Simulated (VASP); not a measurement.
Ga: single point with PBE

Crystal: Ga.

```
Ga
1.0
     0.00000    2.05904    2.05904
     2.05904    0.00000    2.05904
     2.05904    2.05904    0.00000
Ga
1
Direct
  0.00000 0.00000 0.00000
```

This cell differs from its parent crystal: volume scaled by 0.92.

```yaml
Program: VASP 6.6.1
Task: single point
Functional: PBE
Potentials_or_basis: VASP PAW PBE potentials, release 64 (Ga_d)
Cutoff: 520 eV
k_mesh: 21 × 21 × 21
Occupations: fermi-dirac, width 0.1 eV
Spin: no spin polarisation
```

```yaml
Pressure: 4.9 GPa
```

Levels at points of the mesh, in eV from the Fermi level:
```
           k point  band 3  band 4  band 5  band 6  band 7  band 8  band 9  band 10
(0.00, 0.00, 0.00)  -15.03  -14.89  -14.89  -11.71   13.05   13.05   13.05    16.21
```

Wall time 14 s on 1 thread of Intel(R) Xeon(R) 6975P-C (Granite Rapids) (shared host), peak memory 0.18 GiB.
